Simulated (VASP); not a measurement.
Here is a VASP 6.6.1 calculation.

File INCAR:

```
SYSTEM = Rb3CuAu
PREC     = Accurate       ! precision mode
ENCUT    = 600            ! plane-wave cutoff, eV
EDIFF    = 1E-6           ! SCF threshold, eV
ISMEAR   = 0              ! smearing method
SIGMA    = 0.1            ! smearing width, eV
LREAL    = .FALSE.        ! projectors in reciprocal space
LASPH    = .TRUE.         ! aspherical terms in the spheres
NELM     = 80             ! most SCF steps
ALGO     = Fast           ! electronic algorithm
ISIF     = 3              ! what is computed and relaxed
LWAVE    = .FALSE.        ! write WAVECAR
LCHARG   = .FALSE.        ! write CHGCAR
GGA      = PE             ! functional
IBRION   = 2              ! ionic algorithm
NSW      = 90             ! ionic steps
EDIFFG   = -0.04          ! ionic threshold
```

Contents of KPOINTS:

```
Automatic mesh
0
G
  6 6 2
  0 0 0
```

POSCAR

```
Rb3CuAu
1.0
    4.5293180958      0.0000000000      0.0000000000
   -2.2646590479      3.9225045328      0.0000000000
    0.0000000000      0.0000000000     14.2368603276
Rb Cu Au
3 1 1
Direct
    0.3333333333      0.6666666667      0.1254362669
    0.0000000000      0.0000000000      0.4342459192
    0.6666666667      0.3333333333      0.7447214883
    0.0000000000      0.0000000000      0.9170083641
    0.3333333333      0.6666666667      0.9029900615
```

Potentials or basis: VASP PAW PBE potentials, release 64 (Rb_sv, Cu, Au).

The run is started by

```bash
$ cat potpaw_PBE.64/Rb_sv/POTCAR potpaw_PBE.64/Cu/POTCAR potpaw_PBE.64/Au/POTCAR > POTCAR
$ mpirun -np 1 vasp_std > vasp.out
```

**Question.** Estimate the space group after relaxing (to 0.1 Å).

**Answer.** P3m1 (No. 156).

**Question.** Predict the relaxed volume.

**Answer.** 51.31 Å³/atom.

**Question.** Predict the band gap on the k mesh.

**Answer.** Zero (an odd number of electrons rules out a gap without spin polarisation).

Step by step:
```csv
step,energy change (eV),largest force (eV/Å),pressure (GPa),volume (Å³)
1,0.0000,0.0443,0.07,252.94
2,-0.0018,0.0438,0.03,253.76
3,-0.0031,0.0526,0.00,254.78
4,-0.0029,0.0954,-0.06,256.82
5,-0.0034,0.0645,-0.01,255.72
6,-0.0041,0.0675,-0.02,255.86
7,-0.0054,0.0515,0.01,256.26
8,-0.0055,0.0650,0.08,257.05
9,-0.0058,0.0482,0.07,256.87
10,-0.0058,0.0237,0.02,256.56
```

Caveat: spin-orbit coupling is left out, which moves the levels of the heavy elements.
